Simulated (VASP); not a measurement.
# Ru (P6_3/mmc) in VASP: a series of runs

Ru is run at these levels: PBEsol; tasks: single point.

All numbers are computed with VASP 6.6.1; they aren't measurements. Logs are shortened: lines on timing, memory, paths and dates and some standing lists are left out, and cuts for length are marked.

## (1) The cell of the first run

The structure is hexagonal, space group P6_3/mmc (No. 194). The conventional cell has a = 2.690 Å, b = 2.690 Å, c = 4.250 Å, α = 90.00°, β = 90.00°, γ = 120.00°. Ru (site symmetry -6m2) has 12 Ru at 2.63 to 2.69 Å within 3.5 Å.

## (2) Single point, PBEsol

Contents of INCAR:

```
PREC = Accurate ; ENCUT = 520
EDIFF = 1E-6 ; ISMEAR = -1
SIGMA = 0.05 ; LREAL = False
LASPH = True ; NELM = 100
ALGO = Normal ; ISIF = 2
LWAVE = False ; LCHARG = True
GGA = PS ; LELF = True
LVHAR = True ; NBANDS = 21
```

Contents of KPOINTS:

```
Automatic mesh
0
Gamma
  15 15 9
```

Contents of POSCAR:

```
Ru
1.0
    1.3450542353     -2.3297022745      0.0000000000
    1.3450542353      2.3297022745      0.0000000000
    0.0000000000      0.0000000000      4.2498124699
Ru
2
Direct
    0.6666666670      0.3333333330      0.2500000000
    0.3333333330      0.6666666670      0.7500000000
```

Potentials or basis: VASP PAW PBE potentials, release 64 (Ru_pv).

Command:

```bash
cat potpaw_PBE.64/Ru_pv/POTCAR > POTCAR
mpirun -np 1 vasp_std > vasp.out
```

OUTCAR:

```text
PREC = Accurate
   ENCUT = 520
   EDIFF = 1E-6
   ISMEAR = -1
   LREAL = False
   LASPH = True
   NELM = 100
   ISIF = 2
   GGA = PS

 ion  position               nearest neighbor table
   1  0.667  0.333  0.250-   2 2.63   2 2.63   2 2.63   2 2.63   2 2.63   2 2.63
   2  0.333  0.667  0.750-   1 2.63   1 2.63   1 2.63   1 2.63   1 2.63   1 2.63

  LATTYP: Found a hexagonal cell.
 ALAT       =     2.6901084706
 C/A-ratio  =     1.5797922338

  Lattice vectors:

 A1 = (   1.3450542353,  -2.3297022745,   0.0000000000)
 A2 = (   1.3450542353,   2.3297022745,   0.0000000000)
 A3 = (   0.0000000000,   0.0000000000,   4.2498124699)

Analysis of symmetry for initial positions (statically):
=====================================================================
 Subroutine PRICEL returns:
 Original cell was already a primitive cell.

 Routine SETGRP: Setting up the symmetry group for a
 hexagonal supercell.

 Subroutine GETGRP returns: Found 24 space group operations
 (whereof 12 operations were pure point group operations)
 out of a pool of 24 trial point group operations.

The static configuration has the point symmetry D_3d.
 The point group associated with its full space group is D_6h.

Analysis of symmetry for dynamics (positions and initial velocities):
=====================================================================
 Subroutine PRICEL returns:
 Original cell was already a primitive cell.

 Routine SETGRP: Setting up the symmetry group for a
 hexagonal supercell.

 Subroutine GETGRP returns: Found 24 space group operations
 (whereof 12 operations were pure point group operations)
 out of a pool of 24 trial point group operations.

The dynamic configuration has the point symmetry D_3d.
 The point group associated with its full space group is D_6h.

 Subroutine INISYM returns: Found 24 space group operations
 (whereof 12 operations are pure point group operations),
 and found     1 'primitive' translations

----------------------------------------------------------------------------------------

                                     Primitive cell

  volume of cell :      26.6342

  direct lattice vectors                    reciprocal lattice vectors
     1.345054235 -2.329702274  0.000000000     0.371732222 -0.214619699  0.000000000
     1.345054235  2.329702274  0.000000000     0.371732222  0.214619699  0.000000000
     0.000000000  0.000000000  4.249812470     0.000000000  0.000000000  0.235304500

  length of vectors
     2.690108471  2.690108471  4.249812470     0.429239397  0.429239397  0.235304500

  position of ions in fractional coordinates (direct lattice)
     0.666666667  0.333333333  0.250000000
     0.333333333  0.666666667  0.750000000

  ion indices of the primitive-cell ions
   primitive index   ion index
                 1           1
                 2           2

----------------------------------------------------------------------------------------

 KPOINTS: Automatic mesh

Automatic generation of k-mesh.
 Grid dimensions read from file:
 generate k-points for:   15   15    9

 Generating k-lattice:

  Cartesian coordinates                     Fractional coordinates (reciprocal lattice)
     0.024782148 -0.014307980  0.000000000     0.066666667  0.000000000  0.000000000
     0.024782148  0.014307980  0.000000000     0.000000000  0.066666667  0.000000000
     0.000000000  0.000000000  0.026144944     0.000000000  0.000000000  0.111111111

  Length of vectors
     0.028615960  0.028615960  0.026144944

  Shift w.r.t. Gamma in fractional coordinates (k-lattice)
     0.000000000  0.000000000  0.000000000

 Subroutine IBZKPT returns following result:
 ===========================================

 Found    135 irreducible k-points:

 Following reciprocal coordinates:
            Coordinates               Weight
  0.000000  0.000000  0.000000      1.000000
  0.066667  0.000000  0.000000      6.000000
  0.133333 -0.000000  0.000000      6.000000
  0.200000  0.000000  0.000000      6.000000
  0.266667 -0.000000  0.000000      6.000000
  0.333333 -0.000000  0.000000      6.000000
[... 16 lines left out ...]
  0.333333  0.200000  0.000000     12.000000
  0.400000  0.200000  0.000000      6.000000
 [... further k-points ...]
   k-points           NKPTS =    135   k-points in BZ     NKDIM =    135   number of bands    NBANDS=     21
   number of dos      NEDOS =    301   number of ions     NIONS =      2
   total plane-waves  NPLWV =  12800
   dimension x,y,z NGX =    20 NGY =   20 NGZ =   32
   dimension x,y,z NGXF=    40 NGYF=   40 NGZF=   64
   ions per type =               2
   NGX,Y,Z   is equivalent  to a cutoff of  12.36, 12.36, 12.52 a.u.
   NGXF,Y,Z  is equivalent  to a cutoff of  24.72, 24.72, 25.04 a.u.
 SYSTEM =  unknown system
   PREC   = accura    normal or accurate (medium, high low for compatibility)
   ISTART =      0    job   : 0-new  1-cont  2-samecut
   ICHARG =      2    charge: 1-file 2-atom 10-const
   ISPIN  =      1    spin polarized calculation?
   LNONCOLLINEAR =      F non collinear calculations
   LSORBIT =      F    spin-orbit coupling
   LASPH  =      T    aspherical Exc in radial PAW
   ENCUT  =  520.0 eV  38.22 Ry    6.18 a.u.   5.00  5.00  7.90*2*pi/ulx,y,z
   NELM   =    100;   NELMIN=  2; NELMDL= -5     # of ELM steps
   EDIFF  = 0.1E-05   stopping-criterion for ELM
   LREAL  =      F    real-space projection
   EDIFFG = 0.1E-04   stopping-criterion for IOM
   NSW    =      0    number of steps for IOM
   IBRION =     -1    ionic relax: 0-MD 1-quasi-New 2-CG
   NFREE  =      0    steps in history (QN), initial steepest desc. (CG)
   ISIF   =      2    stress and relaxation
   ISYM   =      2    0-nonsym 1-usesym 2-fastsym
   POTIM  = 0.5000    time-step for ionic-motion
   TEBEG  =    0.0;   TEEND  =   0.0 temperature during run
   PSTRESS=    0.0 pullay stress
   NELECT =      28.0000    total number of electrons
   NUPDOWN=      -1.0000    fix difference up-down
   EMIN   =  10.00;   EMAX   =-10.00  energy-range for DOS
   EFERMI =   0.00;   METHOD = LEGACY
   ISMEAR =    -1;   SIGMA  =   0.05  broadening in eV -4-tet -1-fermi 0-gaus
   EFERMI_NEDOS =   21; number of points for ismear=-14 and -15
   IALGO  =     38    algorithm
   IMIX   =      4    mixing-type and parameters
     AMIX     =   0.40;   BMIX     =  1.00
     AMIX_MAG =   1.60;   BMIX_MAG =  1.00
  volume/ion in A,a.u.               =      13.32        89.87
  Fermi-wavevector in a.u.,A,eV,Ry     =   1.664616  3.145669 37.701035  2.770948
  Thomas-Fermi vector in A             =   2.751129
   LORBIT       =      0    0 simple, 1 ext, 2 COOP (PROOUT), +10 PAW based schemes
   GGA     = PS    functional components
   LHFCALC =     F    Hartree Fock is set to
   AEXX    =    0.0000 exact exchange contribution
   IVDW    =     0    specifies the selected vdW correction
   LEPSILON=     F    determine dielectric tensor
   LRPA    =     F    only Hartree local field effects (RPA)
 non-spin polarized calculation
  energy-cutoff  :      520.00
  volume of cell :       26.63
 maximum number of plane-waves:       732
 NGX is ok and might be reduce to    20
   NGX =  9   NGY =  9   NGZ = 15

 number of electron      27.9999997 magnetization

 Free energy of the ion-electron system (eV)
  ---------------------------------------------------
  ext. energy  EPLUGINS =         0.00000000
  ---------------------------------------------------
  free energy    TOTEN  =       -20.35278409 eV

  energy without entropy =      -20.34055184  energy(sigma->0) =      -20.34666796

 E-fermi :  13.0386     XC(G=0): -14.4009

 val. band max:       13.0337524294   @ k =   0.2667  -0.0000   0.3333
 cond. band min:      13.0592691147   @ k =   0.4667   0.0667   0.3333
 fundamental gap:      0.0255166854
 Fermi energy:        13.0386112634

 k-point     1 :       0.0000    0.0000    0.0000
  band No.  band energies     occupation
      1     -30.6241      2.00000
      2     -29.6268      2.00000
      3     -29.6268      2.00000
      4     -29.4437      2.00000
      5     -29.4437      2.00000
      6     -29.3941      2.00000
[... 13 lines left out ...]
     20      23.3091      0.00000
     21      23.6316      0.00000

 k-point     2 :       0.0667    0.0000    0.0000
  band No.  band energies     occupation
      1     -30.6078      2.00000
      2     -29.6614      2.00000
      3     -29.6386      2.00000
      4     -29.4799      2.00000
      5     -29.4483      2.00000
      6     -29.4017      2.00000
[... 13 lines left out ...]
     20      23.3090      0.00000
     21      23.6088      0.00000

 k-point     3 :       0.1333   -0.0000    0.0000
  band No.  band energies     occupation
      1     -30.5604      2.00000
      2     -29.7592      2.00000
      3     -29.6710      2.00000
      4     -29.5807      2.00000
      5     -29.4621      2.00000
      6     -29.4245      2.00000
[... 13 lines left out ...]
     20      23.3090      0.00000
     21      23.5360      0.00000

 k-point     4 :       0.2000    0.0000    0.0000
  band No.  band energies     occupation
      1     -30.4860      2.00000
      2     -29.9033      2.00000
      3     -29.7254      2.00000
      4     -29.7171      2.00000
      5     -29.4837      2.00000
      6     -29.4626      2.00000
[... 13 lines left out ...]
     20      23.3088      0.00000
     21      23.4320      0.00000

 k-point     5 :       0.2667   -0.0000    0.0000
  band No.  band energies     occupation
      1     -30.3915      2.00000
      2     -30.0688      2.00000
      3     -29.8864      2.00000
      4     -29.7682      2.00000
      5     -29.5153      2.00000
      6     -29.5099      2.00000
[... 13 lines left out ...]
     20      23.3085      0.00000
     21      23.3614      0.00000

 k-point     6 :       0.3333   -0.0000    0.0000
  band No.  band energies     occupation
      1     -30.2866      2.00000
      2     -30.2266      2.00000
      3     -30.0356      2.00000
      4     -29.8157      2.00000
      5     -29.5800      2.00000
      6     -29.5359      2.00000
[... 13 lines left out ...]
     20      23.3073      0.00000
     21      23.3195      0.00000

 k-point     7 :       0.4000    0.0000    0.0000
  band No.  band energies     occupation
      1     -30.3494      2.00000
      2     -30.1863      2.00000
      3     -30.1493      2.00000
      4     -29.8521      2.00000
      5     -29.6487      2.00000
      6     -29.5567      2.00000
[... 13 lines left out ...]
     20      23.3080      0.00000
     21      23.9351      0.00000
[... 291 lines left out ...]
      1     -30.3788      2.00000
      2     -30.1779      2.00000
      3     -30.0798      2.00000
      4     -29.9397      2.00000
      5     -29.7295      2.00000
      6     -29.6562      2.00000
[... 13 lines left out ...]
     20      23.3060      0.00000
     21      24.5475      0.00000

 k-point    21 :       0.2000    0.2000    0.0000
  band No.  band energies     occupation
      1     -30.2591      2.00000
      2     -30.1371      2.00000
      3     -30.1177      2.00000
      4     -29.8163      2.00000
      5     -29.6412      2.00000
      6     -29.5977      2.00000
[... 13 lines left out ...]
     20      23.3087      0.00000
     21      23.4649      0.00000

 k-point    22 :       0.2667    0.2000    0.0000
  band No.  band energies     occupation
      1     -30.2456      2.00000
      2     -30.1591      2.00000
      3     -30.1512      2.00000
      4     -29.8968      2.00000
      5     -29.7000      2.00000
      6     -29.6679      2.00000
[... 13 lines left out ...]
     20      23.3081      0.00000
     21      24.1785      0.00000

 k-point    23 :       0.3333    0.2000    0.0000
  band No.  band energies     occupation
      1     -30.3186      2.00000
      2     -30.1517      2.00000
      3     -30.0679      2.00000
      4     -29.9760      2.00000
      5     -29.7387      2.00000
      6     -29.7375      2.00000
[... 13 lines left out ...]
     20      23.3075      0.00000
     21      23.4688      0.00000

 k-point    24 :       0.4000    0.2000    0.0000
  band No.  band energies     occupation
      1     -30.3439      2.00000
      2     -30.1419      2.00000
      3     -30.0235      2.00000
      4     -30.0147      2.00000
      5     -29.7758      2.00000
      6     -29.7503      2.00000
[... 13 lines left out ...]
     20      23.3083      0.00000
     21      23.3261      0.00000

 [... further k-points ...]
[... 5 lines left out ...]
  --------------------------------------------------------------------------------------
  -------------------------------------------------------------------------------------
  Total       -0.0373120     -0.0373120      0.0737035      0.0000000      0.0000000      0.0000000
  in kB       -2.2445005     -2.2445005      4.4336205      0.0000000      0.0000000      0.0000000
  external PRESSURE =      -0.0184602 kB  Pullay stress =       0.0000000 kB

 VOLUME and BASIS-vectors are now :
 -----------------------------------------------------------------------------
  energy-cutoff  :      520.00
  volume of cell :       26.63
      direct lattice vectors                 reciprocal lattice vectors
     1.345054235 -2.329702274  0.000000000     0.371732222 -0.214619699  0.000000000
     1.345054235  2.329702274  0.000000000     0.371732222  0.214619699  0.000000000
     0.000000000  0.000000000  4.249812470     0.000000000  0.000000000  0.235304500

 POSITION                                       TOTAL-FORCE (eV/Angst)
 -----------------------------------------------------------------------------------
      1.34505     -0.77657      1.06245         0.000000      0.000000      0.000000
      1.34505      0.77657      3.18736        -0.000000     -0.000000      0.000000
 -----------------------------------------------------------------------------------
    total drift:                                0.000000      0.000000     -0.000000

  FREE ENERGIE OF THE ION-ELECTRON SYSTEM (eV)
  ---------------------------------------------------
  free  energy   TOTEN  =       -20.3527840868 eV

  energy  without entropy=      -20.3405518399  energy(sigma->0) =      -20.34666796
```

Run time: 20 s. Hardware: 1 thread of Intel Xeon 6975P-C (Granite Rapids), shared host; peak memory 0.17 GiB.

What came out:

```yaml
Free_energy: -20.3528 eV
Pressure: 0.0 GPa
Band_gap_on_the_k_mesh: zero (bands 14 and 15 overlap by 3.17 eV)
```

Caveat: the PAW data sets were made with another functional, which shifts forces and pressure a little.

(Continued in part 2 of 2.)

The gap in the log of VASP goes by the Fermi energy; the results here count the filled bands.